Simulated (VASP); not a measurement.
Input of a VASP 6.6.1 run:

INCAR

```
SYSTEM = Ga4Bi3N
  PREC = Accurate
  ENCUT = 520
  EDIFF = 1E-7
  ISMEAR = -1
  SIGMA = 0.02
  LREAL = .FALSE.
  LASPH = .TRUE.
  NELM = 60
  ALGO = Normal
  ISIF = 2
  LWAVE = .FALSE.
  LCHARG = .FALSE.
  GGA = PE
  NBANDS = 61
```

KPOINTS

```
Automatic mesh
0
G
  4 4 4
  0 0 0
```

POSCAR

```
Ga4Bi3N
1.0
    5.8650869736      0.0000000000      0.0000000000
    0.0000000000      5.8650869736      0.0000000000
    0.0000000000      0.0000000000      5.8650869736
N Ga Bi
1 4 3
Direct
    0.0000000000      0.0000000000      0.0000000000
    0.8011065547      0.8011065547      0.8011065547
    0.1988934453      0.1988934453      0.8011065547
    0.1988934453      0.8011065547      0.1988934453
    0.8011065547      0.1988934453      0.1988934453
    0.5000000000      0.5000000000      0.0000000000
    0.5000000000      0.0000000000      0.5000000000
    0.0000000000      0.5000000000      0.5000000000
```

Potentials or basis: VASP PAW PBE potentials, release 64 (N, Ga_d, Bi_d).

Launch:

```bash
$ cat potpaw_PBE.64/N/POTCAR potpaw_PBE.64/Ga_d/POTCAR potpaw_PBE.64/Bi_d/POTCAR > POTCAR
$ mpirun -np 1 vasp_std > vasp.out
```

(1) What does it give for the band gap on the k mesh?

(2) What does it give for the largest force?

(3) What does it give for the pressure?

Answers

(1) zero (bands 51 and 52 overlap by 0.47 eV).

(2) 0.119 eV/Å.

(3) 3.4 GPa.

Caveat: the cell stands under pressure; spin-orbit coupling is left out, which moves the levels of the heavy elements.
